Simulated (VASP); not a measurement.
Set up this calculation in VASP 6.6.1, as the native input.

```yaml
Task: single point
Functional: LDA
Potentials_or_basis: VASP PAW LDA potentials, release 64 (Al, Fe)
Cutoff: 520 eV
k_mesh: 14 × 14 × 14
Occupations: gaussian, width 0.1 eV
Spin: collinear spin, ferromagnetic start
Starting_moments: "[0.0, 0.77] μB"
Dipole_correction: no
Further_INCAR_settings: ALGO = Normal; EDIFF = 1e-07; NBANDS = 16
```

The structure of AlFe lies in POSCAR:

```
AlFe
1.0
    2.8155174647      0.0000000000      0.0000000000
    0.0000000000      2.8155174647      0.0000000000
    0.0000000000      0.0000000000      2.8155174647
Al Fe
1 1
Direct
    0.0000000000      0.0000000000      0.0000000000
    0.5000000000      0.5000000000      0.5000000000
```

The input as run:

INCAR

```
SYSTEM = AlFe
PREC = Accurate
ENCUT = 520
EDIFF = 1E-7
ISMEAR = 0
SIGMA = 0.1
LREAL = .False.
LASPH = .True.
NELM = 150
ALGO = Normal
ISIF = 2
LWAVE = .False.
LCHARG = .False.
ISPIN = 2
MAGMOM = 0 0.77
LORBIT = 11
LMAXMIX = 4
GGA = CA
NBANDS = 16
```

KPOINTS

```
regular mesh
0
Gamma
  14 14 14
  0 0 0
```

Potentials or basis: VASP PAW LDA potentials, release 64 (Al, Fe).

Launch:

```sh
$ cat potpaw_LDA.64/Al/POTCAR potpaw_LDA.64/Fe/POTCAR > POTCAR
$ mpirun -np 1 vasp_std > vasp.out
```

Results of the run:

| Item | Value |
| --- | --- |
| Pressure | 0.4 GPa |
| Net moment | 0.60 μB per cell |
| Site moments | Al -0.01; Fe +0.61 μB |
| Valence electrons inside the program's atomic spheres | Al 0.89; Fe 7.58 |

Run time: 42 s on 1 thread of Intel(R) Xeon(R) Platinum 8488C (Sapphire Rapids), on a shared host, peak memory 0.18 GiB.
